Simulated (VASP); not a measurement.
Set up this calculation in VASP 6.6.1, as the native input.

- Task: relaxation of cell and atoms
- Functional: PBEsol
- Potentials or basis: VASP PAW PBE potentials, release 64 (Sc_sv, Al)
- Cutoff: 600 eV
- k mesh: 2 × 2 × 2
- Occupations: gaussian, width 0.1 eV
- Spin: no spin polarisation
- Dipole correction: no
- Further INCAR settings: ALGO = Fast; EDIFF = 1e-06; IBRION = 2; EDIFFG = -0.01; NSW = 80; ISIF = 3

The structure of ScAl2 lies in POSCAR:

```
ScAl2
1.0
    0.0000000000      3.7776526849      3.7776526849
    3.7776526849      0.0000000000      3.7776526849
    3.7776526849      3.7776526849      0.0000000000
Sc Al
2 4
Direct
    0.5000000000      0.5000000000      0.5000000000
    0.7500000000      0.7500000000      0.7500000000
    0.1250000000      0.1250000000      0.1250000000
    0.6250000000      0.1250000000      0.1250000000
    0.1250000000      0.6250000000      0.1250000000
    0.1250000000      0.1250000000      0.6250000000
```

These files were run (other wordings do the same):

INCAR

```
SYSTEM = ScAl2
PREC = Accurate ; ENCUT = 600
EDIFF = 1E-6 ; ISMEAR = 0
SIGMA = 0.1 ; LREAL = .False.
LASPH = .True. ; NELM = 80
ALGO = Fast ; ISIF = 3
LWAVE = .False. ; LCHARG = .False.
GGA = PS ; IBRION = 2
NSW = 80 ; EDIFFG = -0.01
```

KPOINTS

```
Automatic mesh
0
Gamma
  2 2 2
  0 0 0
```

Potentials or basis: VASP PAW PBE potentials, release 64 (Sc_sv, Al).

Command:

```bash
$ cat potpaw_PBE.64/Sc_sv/POTCAR potpaw_PBE.64/Al/POTCAR > POTCAR
$ mpirun -np 1 vasp_std > vasp.out
```

It gave:

```json
{
  "Relaxed volume": "18.03 Å³/atom",
  "Relaxed cell": "a = 5.348 Å, b = 5.348 Å, c = 5.348 Å, α = 60.00°, β = 60.00°, γ = 60.00°",
  "Space group after relaxing (to 0.05 Å)": "Fd-3m (No. 227)",
  "Energy gained by relaxing": "0.1 meV/atom",
  "Ionic steps": "3",
  "Pressure after relaxing": "0.0 GPa",
  "Band gap on the k mesh": "zero (band 17 reaches 7.29 eV, above the bottom of band 18 at 4.80 eV)"
}
```

Caveat: the k points lie up to 0.72 Å⁻¹ apart in the final cell; the PAW data sets were made with another functional, which shifts forces and pressure a little.

Run time: 70 s on 1 thread of AMD EPYC 7R43 64-Core Processor (Zen 3), with other jobs on the host, peak memory 0.28 GiB.
